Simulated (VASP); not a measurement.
Here is a VASP 6.6.1 calculation.

Contents of INCAR:

```
SYSTEM = Be2Cu11Ni3
ALGO = Normal ; EDIFF = 1E-7
ENCUT = 520 ; GGA = PE
ISIF = 2 ; ISMEAR = -1
ISYM = 0 ; LASPH = .TRUE.
LCHARG = .FALSE. ; LREAL = Auto
LWAVE = .FALSE. ; NBANDS = 92
NELM = 100 ; PREC = Accurate
SIGMA = 0.1818
```

KPOINTS

```
Automatic mesh
0
Gamma
  1 1 1
  0.25 0.25 0.25
```

POSCAR

```
Be2Cu11Ni3
1.0
    5.6151810000     -0.1125830000     -0.0418010000
   -0.1125830000      5.6341360000     -0.0260090000
   -0.0418010000     -0.0260090000      5.8223430000
Cu Ni Be
11 3 2
Direct
    0.9536910575      0.1027437153      0.7376548412
    0.1195718653      0.8000426935      1.0296275115
    0.4841760242      0.0176816080      0.2347877689
    0.6575831942      0.3068412555      0.9564256639
    0.3890880382      0.0503054483      0.7157537204
    0.9037811961      0.5331623181      0.2219082552
    0.6741930600      0.7769812352      0.9086189957
    0.6252865486      0.3408880864      0.5327849564
    0.6778858130      0.8202063186      0.4866211164
    0.4180331695      0.5848682195      0.2413265660
    0.1765146142      0.2893771115      0.4460554620
    0.3678354624      0.5433956329      0.7823398703
    0.9214985052      0.0873848463      0.2131970500
    0.1562514888      0.8183352176      0.4357971609
    0.9494551317      0.5983676697      0.6692038100
    0.1376507060      0.2868430798     -0.0165791609
```

Potentials or basis: VASP PAW PBE potentials, release 64 (Cu, Ni, Be).

Run with:

```sh
$ cat potpaw_PBE.64/Cu/POTCAR potpaw_PBE.64/Ni/POTCAR potpaw_PBE.64/Be/POTCAR > POTCAR
$ mpirun -np 1 vasp_std > vasp.out
```

Problem. What does it give for the largest force?

Solution. 2.708 eV/Å.

Problem. Predict the pressure.

Solution. 4.8 GPa.

Stress tensor (GPa, compression positive):
```
4.98 3.69 4.93
3.69 2.11 0.75
4.93 0.75 7.17
```

Caveat: the k points lie up to 1.12 Å⁻¹ apart. Spin polarisation is off, so any magnetic state and its effect on volume and gap are missing.
